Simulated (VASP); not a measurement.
A run of VASP 6.6.1 is set up as follows.

The input INCAR:

```
SYSTEM = Ni2Pt
PREC     = Accurate       ! precision mode
ENCUT    = 600            ! plane-wave cutoff, eV
EDIFF    = 1E-7           ! SCF threshold, eV
ISMEAR   = 0              ! smearing method
SIGMA    = 0.1            ! smearing width, eV
LREAL    = .False.        ! projectors in reciprocal space
LASPH    = .True.         ! aspherical terms in the spheres
NELM     = 150            ! most SCF steps
ALGO     = Fast           ! electronic algorithm
ISIF     = 3              ! what is computed and relaxed
LWAVE    = .False.        ! write WAVECAR
LCHARG   = .False.        ! write CHGCAR
ISPIN    = 2              ! spin polarisation
MAGMOM   = 2 2 0          ! initial moments
LORBIT   = 11             ! projections on sites
LMAXMIX  = 4              ! l up to which the mixer works
GGA      = PE             ! functional
IBRION   = 2              ! ionic algorithm
NSW      = 90             ! ionic steps
EDIFFG   = -0.04          ! ionic threshold
```

KPOINTS

```
regular mesh
0
Gamma
  6 6 4
  0 0 0
```

The input POSCAR:

```
Ni2Pt
1.0
    2.5744785100      0.0000000000      0.0000000000
   -1.2872392500      2.2295637900      0.0000000000
    0.0000000000      0.0000000000      6.3061587000
Ni Pt
2 1
Direct
    0.6666666700      0.3333333300      0.8333333300
    0.3333333300      0.6666666700      0.1666666700
    0.0000000000      0.0000000000      0.5000000000
```

Potentials or basis: VASP PAW PBE potentials, release 64 (Ni, Pt).

Launch:

```console
$ cat potpaw_PBE.64/Ni/POTCAR potpaw_PBE.64/Pt/POTCAR > POTCAR
$ mpirun -np 1 vasp_std > vasp.out
```

Problem. Predict the site moments.

Solution. Ni -0.76; Pt -0.18 μB.

Problem. What does it give for the relaxed cell?

Solution. a = 2.664 Å, b = 2.664 Å, c = 6.241 Å, α = 90.00°, β = 90.00°, γ = 120.00°.

Problem. Estimate the net moment.

Solution. -1.67 μB per cell.

Step by step:
```csv
step,energy change (eV),largest force (eV/Å),pressure (GPa),volume (Å³)
1,0.0000,1.2579,18.03,36.20
2,0.1163,0.1680,-19.43,43.75
3,-0.2034,0.6515,-3.10,39.25
4,-0.2037,0.6657,-2.63,39.15
5,-0.2517,0.3591,-0.69,38.60
6,-0.2599,0.1162,0.70,38.28
7,-0.2615,0.0417,-0.61,38.52
8,-0.2617,0.0054,-0.34,38.47
9,-0.2618,0.0198,0.37,38.35
```

Caveat: the k points lie up to 0.45 Å⁻¹ apart in the final cell.
